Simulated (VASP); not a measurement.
WC (CsCl type):

```
CELL_PARAMETERS angstrom
2.76775 0.00000 0.00000
0.00000 2.76775 0.00000
0.00000 0.00000 2.76775
ATOMIC_POSITIONS crystal
W 0.00000 0.00000 0.00000
C 0.50000 0.50000 0.50000
```

```yaml
Program: VASP 6.6.1
Task: relaxation of cell and atoms
Functional: PBE
Potentials_or_basis: VASP PAW PBE potentials, release 64 (W_sv, C)
Cutoff: 600 eV
k_mesh: 15 × 15 × 15
Occupations: fermi-dirac, width 0.08 eV
Spin: no spin polarisation
```

At the start: pressure -13.8 GPa; volume 10.60 Å³/atom.

Question: How do energy, volume and symmetry change on relaxing?

Answer: Over 4 steps the energy falls by 19.0 meV/atom and the volume is 10.18 Å³/atom (-4.0 %); space group Pm-3m (No. 221, to 0.05 Å).

The path:
```tsv
step	energy change (eV)	largest force (eV/Å)	pressure (GPa)	volume (Å³)
1	0.0000	0.0000	-13.76	21.20
2	0.1812	0.0000	41.99	18.53
3	-0.0379	0.0000	-0.49	20.38
4	-0.0380	0.0000	-0.06	20.35
```

Final structure:
```yaml
crystal:
  lattice:
    - [2.73026, 0.00000, 0.00000]
    - [0.00000, 2.73026, 0.00000]
    - [0.00000, 0.00000, 2.73026]
  atoms:
    - { symbol: W, position: [0.00000, 0.00000, 0.00000] }
    - { symbol: C, position: [0.50000, 0.50000, 0.50000] }
```
